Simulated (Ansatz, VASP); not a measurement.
**CdO in VASP and in Ansatz**

```xyz
2
Lattice="0.0000 2.4095 2.4095 2.4095 0.0000 2.4095 2.4095 2.4095 0.0000" Properties=species:S:1:pos:R:3 pbc="T T T"
Cd    0.0000    0.0000    0.0000
O     2.4095    2.4095    2.4095
```

Alike in both runs: task single point; functional BLYP; k mesh 8 × 8 × 8; occupations gaussian, width 0.05 eV; no spin polarisation.

```csv
,VASP,Ansatz
version,VASP 6.6.1,Ansatz 0.2.0
potentials or method,"VASP PAW PBE potentials, release 64 (Cd, O), cutoff 600 eV","scalar-relativistic, plane waves, PAW"
valence electrons in the cell,18,26
```

|  | VASP | Ansatz | Ansatz less VASP |
| --- | --- | --- | --- |
| gap on the k mesh at the Fermi level (eV) | none | none | - |
| pressure (GPa) | 2.0 | 1.0 | -1.03 |

VASP's potentials were made for PBE, not for BLYP. A gap of «none» marks a metal or a gap that the smearing closes. The functional is the same, so the differences come from potentials, cutoffs and numerics. VASP's potentials hold 18 valence electrons a cell and Ansatz's 26, so a difference there can come from the potentials and not from the codes.
